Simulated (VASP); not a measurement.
# H2CO in VASP: notebook

The runs below take H2CO through single point, with PBE+D3(BJ).

Program: VASP 6.6.1. These are calculated values, not measurements. Logs are shortened: lines on timing, memory, paths and dates and some standing lists are left out, and cuts for length are marked.

## (1) The cell of the first run

The cell holds an amorphous packing of atoms, 24 atoms: a = 7.153 Å, b = 7.153 Å, c = 7.153 Å, α = 90.00°, β = 90.00°, γ = 90.00°.

## (2) Single point, PBE+D3(BJ)

Input file INCAR:

```
  ALGO = Normal
  EDIFF = 1E-6
  ENCUT = 520
  GGA = PE
  ISIF = 2
  ISMEAR = -1
  IVDW = 12
  LASPH = T
  LCHARG = F
  LREAL = Auto
  LWAVE = F
  NBANDS = 54
  NELM = 80
  PREC = Accurate
  SIGMA = 0.02
```

Input file KPOINTS:

```
k-points
0
Gamma
  1 1 1
```

Input file POSCAR:

```
H2CO
1.0
    7.1530900000      0.0000000000      0.0000000000
    0.0000000000      7.1530900000      0.0000000000
    0.0000000000      0.0000000000      7.1530900000
O C H
6 6 12
Direct
    0.1948388738      0.5160566972      0.7028570869
    0.2877917096      1.0085571410      0.4100745272
    0.5689009924      0.5357964181      1.2052553512
    0.6400031315      0.4478484124      0.6354596405
    0.9169743426      1.0196572390      0.6681587957
    0.5451769795      0.0469167870      1.0419692748
    0.2970045113      0.5934638038      0.5891579723
    0.1518504590      0.9309123749      0.3451235760
    0.6752746016      0.5964555178      1.0848318699
    0.6546261825      0.2918738615      0.7110213908
    0.9196165573      0.9304230759      0.8066583812
    0.3791648085      0.0616936177      1.0233479517
    0.3583486298      0.7299083333      0.6171179169
    0.3321921016      0.5322455051      0.4430393019
    0.0450993906      1.0086130609      0.2644591358
    0.1350605123      0.7774961590      0.3546299571
    0.6307064499      0.6997535331      0.9686443201
    0.8295435958      0.5503355892      1.0733962525
    0.6128680053      0.1691017448      0.6335024444
    0.7407847518      0.2778239894      0.8430622291
    0.8091887562      0.9342675683      0.9224684717
    1.0203003178      0.8055260034      0.8312351725
    0.2990735472      0.1931892371      1.0167074649
    0.2886025480     -0.0618194375      1.0099691182
```

Potentials or basis: VASP PAW PBE potentials, release 64 (O, C, H).

The run is started by

```
$ cat potpaw_PBE.64/O/POTCAR potpaw_PBE.64/C/POTCAR potpaw_PBE.64/H/POTCAR > POTCAR
$ mpirun -np 1 vasp_gam > vasp.out
```

OUTCAR:

```text
EDIFF = 1E-6
   ENCUT = 520
   GGA = PE
   ISIF = 2
   ISMEAR = -1
   IVDW = 12
   LASPH = T
   LREAL = Auto
   NELM = 80
   PREC = Accurate
 IVDW          = 12

 ion  position               nearest neighbor table
   1  0.195  0.516  0.703-   7 1.23
   2  0.288  0.009  0.410-   8 1.21
   3  0.569  0.536  0.205-   9 1.23
   4  0.640  0.448  0.635-  10 1.24
   5  0.917  0.020  0.668-  11 1.18
   6  0.545  0.047  0.042-  12 1.20
   7  0.297  0.593  0.589-  13 1.09  14 1.16   1 1.23
   8  0.152  0.931  0.345-  16 1.11  15 1.11   2 1.21
   9  0.675  0.596  0.085-  18 1.15  17 1.16   3 1.23
  10  0.655  0.292  0.711-  19 1.08  20 1.13   4 1.24
  11  0.920  0.930  0.807-  21 1.14  22 1.16   5 1.18
  12  0.379  0.062  0.023-  24 1.10  23 1.10   6 1.20
  13  0.358  0.730  0.617-   7 1.09
  14  0.332  0.532  0.443-   7 1.16
  15  0.045  0.009  0.264-   8 1.11
  16  0.135  0.777  0.355-   8 1.11
  17  0.631  0.700  0.969-   9 1.16
  18  0.830  0.550  0.073-   9 1.15
  19  0.613  0.169  0.634-  10 1.08
  20  0.741  0.278  0.843-  10 1.13
  21  0.809  0.934  0.922-  11 1.14
  22  0.020  0.806  0.831-  11 1.16
  23  0.299  0.193  0.017-  12 1.10
  24  0.289  0.938  0.010-  12 1.10

  LATTYP: Found a simple cubic cell.
 ALAT       =     7.1530900000

  Lattice vectors:

 A1 = (   7.1530900000,   0.0000000000,   0.0000000000)
 A2 = (   0.0000000000,   7.1530900000,   0.0000000000)
 A3 = (   0.0000000000,   0.0000000000,   7.1530900000)

Analysis of symmetry for initial positions (statically):
=====================================================================
 Subroutine PRICEL returns:
 Original cell was already a primitive cell.

 Routine SETGRP: Setting up the symmetry group for a
 simple cubic supercell.

 Subroutine GETGRP returns: Found  1 space group operations
 (whereof  1 operations were pure point group operations)
 out of a pool of 48 trial point group operations.

The static configuration has the point symmetry C_1 .

Analysis of symmetry for dynamics (positions and initial velocities):
=====================================================================
 Subroutine PRICEL returns:
 Original cell was already a primitive cell.

 Routine SETGRP: Setting up the symmetry group for a
 simple cubic supercell.

 Subroutine GETGRP returns: Found  1 space group operations
 (whereof  1 operations were pure point group operations)
 out of a pool of 48 trial point group operations.

The dynamic configuration has the point symmetry C_1 .

 Subroutine INISYM returns: Found  1 space group operations
 (whereof  1 operations are pure point group operations),
 and found     1 'primitive' translations

----------------------------------------------------------------------------------------

                                     Primitive cell

  volume of cell :     366.0000

  direct lattice vectors                    reciprocal lattice vectors
     7.153090000  0.000000000  0.000000000     0.139799723  0.000000000  0.000000000
     0.000000000  7.153090000  0.000000000     0.000000000  0.139799723  0.000000000
     0.000000000  0.000000000  7.153090000     0.000000000  0.000000000  0.139799723

  length of vectors
     7.153090000  7.153090000  7.153090000     0.139799723  0.139799723  0.139799723

  position of ions in fractional coordinates (direct lattice)
     0.194838874  0.516056697  0.702857087
     0.287791710  0.008557141  0.410074527
     0.568900992  0.535796418  0.205255351
     0.640003132  0.447848412  0.635459641
     0.916974343  0.019657239  0.668158796
     0.545176979  0.046916787  0.041969275
[... 16 lines left out ...]
     0.299073547  0.193189237  0.016707465
     0.288602548  0.938180563  0.009969118

  ion indices of the primitive-cell ions
   primitive index   ion index
                 1           1
                 2           2
                 3           3
                 4           4
                 5           5
                 6           6
[... 16 lines left out ...]
                23          23
                24          24

----------------------------------------------------------------------------------------

 KPOINTS: k-points

Automatic generation of k-mesh.
 Grid dimensions read from file:
 generate k-points for:    1    1    1

 Generating k-lattice:

  Cartesian coordinates                     Fractional coordinates (reciprocal lattice)
     0.139799723  0.000000000  0.000000000     1.000000000  0.000000000  0.000000000
     0.000000000  0.139799723  0.000000000     0.000000000  1.000000000  0.000000000
     0.000000000  0.000000000  0.139799723     0.000000000  0.000000000  1.000000000

  Length of vectors
     0.139799723  0.139799723  0.139799723

  Shift w.r.t. Gamma in fractional coordinates (k-lattice)
     0.000000000  0.000000000  0.000000000

 Subroutine IBZKPT returns following result:
 ===========================================

 Found      1 irreducible k-points:

 Following reciprocal coordinates:
            Coordinates               Weight
  0.000000  0.000000  0.000000      1.000000
   k-points           NKPTS =      1   k-points in BZ     NKDIM =      1   number of bands    NBANDS=     54
   number of dos      NEDOS =    301   number of ions     NIONS =     24
   total plane-waves  NPLWV = 157464
   dimension x,y,z NGX =    54 NGY =   54 NGZ =   54
   dimension x,y,z NGXF=   108 NGYF=  108 NGZF=  108
   ions per type =               6   6  12
   NGX,Y,Z   is equivalent  to a cutoff of  12.55, 12.55, 12.55 a.u.
   NGXF,Y,Z  is equivalent  to a cutoff of  25.10, 25.10, 25.10 a.u.
 SYSTEM =  unknown system
   PREC   = accura    normal or accurate (medium, high low for compatibility)
   ISTART =      0    job   : 0-new  1-cont  2-samecut
   ICHARG =      2    charge: 1-file 2-atom 10-const
   ISPIN  =      1    spin polarized calculation?
   LNONCOLLINEAR =      F non collinear calculations
   LSORBIT =      F    spin-orbit coupling
   LASPH  =      T    aspherical Exc in radial PAW
   ENCUT  =  520.0 eV  38.22 Ry    6.18 a.u.  13.30 13.30 13.30*2*pi/ulx,y,z
   NELM   =     80;   NELMIN=  2; NELMDL= -5     # of ELM steps
   EDIFF  = 0.1E-05   stopping-criterion for ELM
   LREAL  =      T    real-space projection
   EDIFFG = 0.1E-04   stopping-criterion for IOM
   NSW    =      0    number of steps for IOM
   IBRION =     -1    ionic relax: 0-MD 1-quasi-New 2-CG
   NFREE  =      0    steps in history (QN), initial steepest desc. (CG)
   ISIF   =      2    stress and relaxation
   ISYM   =      2    0-nonsym 1-usesym 2-fastsym
   POTIM  = 0.5000    time-step for ionic-motion
   TEBEG  =    0.0;   TEEND  =   0.0 temperature during run
   PSTRESS=    0.0 pullay stress
   NELECT =      72.0000    total number of electrons
   NUPDOWN=      -1.0000    fix difference up-down
   EMIN   =  10.00;   EMAX   =-10.00  energy-range for DOS
   EFERMI =   0.00;   METHOD = LEGACY
   ISMEAR =    -1;   SIGMA  =   0.02  broadening in eV -4-tet -1-fermi 0-gaus
   EFERMI_NEDOS =   21; number of points for ismear=-14 and -15
   IALGO  =     38    algorithm
   IMIX   =      4    mixing-type and parameters
     AMIX     =   0.40;   BMIX     =  1.00
     AMIX_MAG =   1.60;   BMIX_MAG =  1.00
  volume/ion in A,a.u.               =      15.25       102.91
  Fermi-wavevector in a.u.,A,eV,Ry     =   0.952121  1.799247 12.334140  0.906534
  Thomas-Fermi vector in A             =   2.080654
   LORBIT       =      0    0 simple, 1 ext, 2 COOP (PROOUT), +10 PAW based schemes
   GGA     = PE    functional components
   LHFCALC =     F    Hartree Fock is set to
   AEXX    =    0.0000 exact exchange contribution
   IVDW    =    12    specifies the selected vdW correction
   LEPSILON=     F    determine dielectric tensor
   LRPA    =     F    only Hartree local field effects (RPA)
 non-spin polarized calculation
  energy-cutoff  :      520.00
  volume of cell :      366.00
 maximum number of plane-waves:      4898
 NGX is ok and might be reduce to    54
   NGX = 27   NGY = 27   NGZ = 27

 number of electron      71.9999988 magnetization

 Free energy of the ion-electron system (eV)
  ---------------------------------------------------
  ext. energy  EPLUGINS =         0.00000000
  ---------------------------------------------------
  free energy    TOTEN  =      -132.72938714 eV

  energy without entropy =     -132.72938714  energy(sigma->0) =     -132.72938714

 E-fermi :  -2.2582     XC(G=0):  -6.0380

 val. band max:       -2.7900923383   @ k =   0.0000   0.0000   0.0000
 cond. band min:      -0.1393643027   @ k =   0.0000   0.0000   0.0000
 fundamental gap:      2.6507280356
 Fermi energy:        -2.2582002751

 k-point     1 :       0.0000    0.0000    0.0000
  band No.  band energies     occupation
      1     -24.7386      2.00000
      2     -24.3312      2.00000
      3     -23.9991      2.00000
      4     -23.5641      2.00000
      5     -23.2375      2.00000
      6     -22.9979      2.00000
[... 40 lines left out ...]
     47       4.1618      0.00000
     48       4.6553      0.00000
 [bands above 48 left out]

------------------------ aborting loop because EDIFF is reached ----------------------------------------

 Edisp (eV)   -0.88450

 E8    (eV) :    -0.2058

  FORCE on cell =-STRESS in cart. coord.  units (eV):
  Direction    XX          YY          ZZ          XY          YZ          ZX
  --------------------------------------------------------------------------------------
  -------------------------------------------------------------------------------------
  Total       0.32183     0.89509    -1.97614     1.07040    -0.05001     1.11346
  in kB       1.40884     3.91828    -8.65064     4.68570    -0.21891     4.87422
  external pressure =       -1.11 kB  Pullay stress =        0.00 kB

 VOLUME and BASIS-vectors are now :
 -----------------------------------------------------------------------------
  energy-cutoff  :      520.00
  volume of cell :      366.00
      direct lattice vectors                 reciprocal lattice vectors
     7.153090000  0.000000000  0.000000000     0.139799723  0.000000000  0.000000000
     0.000000000  7.153090000  0.000000000     0.000000000  0.139799723  0.000000000
     0.000000000  0.000000000  7.153090000     0.000000000  0.000000000  0.139799723

 POSITION                                       TOTAL-FORCE (eV/Angst)
 -----------------------------------------------------------------------------------
      1.39370      3.69140      5.02760         0.185016      0.105895     -0.201175
      2.05860      0.06121      2.93330         0.325659      0.285769      0.199718
      4.06940      3.83260      1.46821         0.809725      0.586957     -1.059480
      4.57800      3.20350      4.54550        -0.119520     -1.181392      1.054591
      6.55920      0.14061      4.77940         0.182677      1.828320     -2.527237
      3.89970      0.33560      0.30021         1.290900      0.132989      0.100885
[... 16 lines left out ...]
      2.13930      1.38190      0.11951         0.232705      0.610885      0.017750
      2.06440      6.71089      0.07131        -0.222715     -0.634852     -0.090181
 -----------------------------------------------------------------------------------
    total drift:                               -0.000468      0.011777      0.008842

  FREE ENERGIE OF THE ION-ELECTRON SYSTEM (eV)
  ---------------------------------------------------
  free  energy   TOTEN  =      -133.6138878367 eV

  energy  without entropy=     -133.6138878367  energy(sigma->0) =     -133.61388784
```

Wall time 27 s (1 thread of AMD EPYC 7R43 (Zen 3), shared host); peak memory 0.31 GiB.

What came out:

| Item | Value |
| --- | --- |
| Free energy | -133.6139 eV |
| Pressure | -0.1 GPa |
| Largest force | 4.855 eV/Å |
| Band gap on the k mesh | 2.65 eV |
| Dispersion energy per atom | -0.037 eV |

Forces on the atoms (eV/Å):
```
O    0.185  0.106 -0.201
O    0.326  0.286  0.200
O    0.810  0.587 -1.059
O   -0.120 -1.181  1.055
O    0.183  1.828 -2.527
O    1.291  0.133  0.101
C   -0.241 -1.148 -1.023
C    0.048 -0.018 -0.166
C   -0.132 -0.150 -0.211
C    1.425  2.352 -0.656
C   -0.200 -3.569  3.285
C   -1.247 -0.045 -0.123
H    0.378  0.608  0.165
H   -0.344  0.317  1.220
H   -0.297  0.078 -0.008
H   -0.251 -0.226  0.077
H    0.090 -0.725  0.918
H   -0.863  0.208  0.271
H   -0.629 -0.836  0.021
H   -0.711 -0.141 -0.357
H    0.465  0.665 -0.582
H   -0.177  0.895 -0.328
H    0.233  0.611  0.018
H   -0.223 -0.635 -0.090
```

Stress tensor (GPa, compression positive):
```
 0.14  0.47  0.49
 0.47  0.39 -0.02
 0.49 -0.02 -0.87
```

Levels at points of the mesh, in eV from the valence-band top:
```csv
k point,band 32,band 33,band 34,band 35,band 36,band 37,band 38,band 39,band 40,band 41
"(0.00, 0.00, 0.00)",-0.89,-0.74,-0.53,-0.27,0.00,2.65,2.79,2.92,3.03,3.14
```

Caveat: the k points lie up to 0.88 Å⁻¹ apart.

## (3) Single point, PBE+D3(BJ)

Input file INCAR:

```
PREC = Accurate ; ENCUT = 520
EDIFF = 1E-6 ; ISMEAR = -1
SIGMA = 0.02 ; LREAL = Auto
LASPH = True ; NELM = 80
ALGO = Normal ; ISIF = 2
LWAVE = False ; LCHARG = False
GGA = PE ; IVDW = 12
NBANDS = 54
```

Input file KPOINTS:

```
Automatic mesh
0
Gamma
  1 1 1
```

Input file POSCAR:

```
H2CO
1.0
    7.1530900000      0.0000000000      0.0000000000
    0.0000000000      7.1530900000      0.0000000000
    0.0000000000      0.0000000000      7.1530900000
O C H
6 6 12
Direct
    0.1878488877      0.5365653165      0.6433862848
    0.2737558174      1.0014553151      0.4602486478
    0.5421852654      0.5528659642      1.1759673092
    0.6768403585      0.4197346881      0.6397235321
    0.9079852204      1.0355245076      0.6557166204
    0.5411227875      0.0324475157      1.0455062078
    0.3217910022      0.6316850480      0.5959242789
    0.1343894736      0.9747116281      0.3671979522
    0.6774275173      0.6052069805      1.0887602421
    0.6203193305      0.2753215743      0.7002987520
    0.9309403349      0.9326039516      0.7922590097
    0.3801573865      0.0783577447      1.0798410198
    0.4009316254      0.7254207622      0.7013752099
    0.3759074750      0.6353198408      0.4548803384
    0.0662650687      1.0854749486      0.2732665184
    0.0680545051      0.8263142222      0.3593272278
    0.6615462688      0.6662854794      0.9477023217
    0.8187650372      0.5993493721      1.1482869641
    0.4936048617      0.1988371459      0.6398353718
    0.6561360195      0.2210792818      0.8482348188
    0.9297660172      0.9957514864      0.9334008100
    0.9504284163      0.7728268483      0.7824310892
    0.3483110096      0.2052539532      1.1678729053
    0.2574691497      0.0110581581      1.0171408440
```

Potentials or basis: VASP PAW PBE potentials, release 64 (O, C, H).

The run is started by

```
$ cat potpaw_PBE.64/O/POTCAR potpaw_PBE.64/C/POTCAR potpaw_PBE.64/H/POTCAR > POTCAR
$ mpirun -np 1 vasp_gam > vasp.out
```

Run time: 29 s. Hardware: 1 thread of AMD EPYC 7R43 (Zen 3), shared host; peak memory 0.31 GiB.

Results (log left out):

* Free energy: -133.7376 eV
* Pressure: -0.5 GPa
* Largest force: 3.481 eV/Å
* Band gap on the k mesh: 2.43 eV
* Dispersion energy per atom: -0.037 eV

Forces on the atoms (eV/Å):
```
O    0.145  0.244 -0.120
O    0.106  0.194 -0.027
O   -0.486 -0.297  0.318
O    0.956  1.719 -0.951
O    0.204 -1.061  0.684
O   -0.498 -0.199  0.171
C    0.185  0.478  1.625
C   -1.019 -1.038 -0.602
C   -0.283  0.318 -0.274
C   -1.998 -1.775  2.230
C   -0.243 -0.170 -0.892
C    0.873  1.221  0.174
H   -0.479 -0.607 -0.607
H    0.290 -0.105 -0.832
H    0.346 -0.488  0.759
H    0.314  1.184  0.076
H    0.107  0.011 -0.286
H    0.568 -0.078  0.204
H    0.794  0.114 -0.197
H    0.299  0.297 -1.112
H   -0.037 -0.088  0.225
H   -0.022  1.075 -0.124
H    0.206 -0.375 -0.205
H   -0.328 -0.573 -0.238
```

Stress tensor (GPa, compression positive):
```
 0.04  0.43 -0.89
 0.43 -1.24 -0.23
-0.89 -0.23 -0.23
```

Levels at points of the mesh, in eV from the valence-band top:
```tsv
k point	band 34	band 35	band 36	band 37	band 38	band 39
(0.00, 0.00, 0.00)	-0.57	-0.16	0.00	2.43	2.50	3.00
```

Caveat: the k points lie up to 0.88 Å⁻¹ apart.
